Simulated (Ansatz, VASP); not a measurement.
One calculation of CuO, two programs

```
Cu O
1.0
     3.15418    0.00000    0.00000
     0.00000    3.15418    0.00000
     0.00000    0.00000    4.61833
Cu O
2 2
Cartesian
  0.0000 0.0000 0.0000
  1.5771 1.5771 0.0000
  1.5771 0.0000 1.2331
  0.0000 1.5771 3.3852
```

Alike in both runs: task single point; functional PBEsol; k mesh 8 × 8 × 6; occupations fermi-dirac, width 0.05 eV; no spin polarisation.

```csv
,VASP,Ansatz
version,VASP 6.6.1,Ansatz 0.2.0
potentials or method,"VASP PAW PBE potentials, release 64 (Cu, O)",Ansatz PAW
plane-wave cutoff (eV),520,420
valence electrons in the cell,34,50
```

```csv
,VASP,Ansatz,Ansatz less VASP
gap on the k mesh at the Fermi level (eV),none,none,-
pressure (GPa),14.2,13.5,-0.74
"traceless stress, the component that is largest in VASP (GPa)",-25.29,-25.06,+0.228
rms of the force components (eV/Å),0.405,0.441,+0.0362
```

VASP's potentials were made for PBE, not for PBEsol. Atom by atom the forces differ by 0.036 eV/Å (rms over components). A gap of «none» marks a metal or a gap that the smearing closes. VASP's potentials hold 34 valence electrons a cell and Ansatz's 50, so a difference there can come from the potentials and not from the codes.
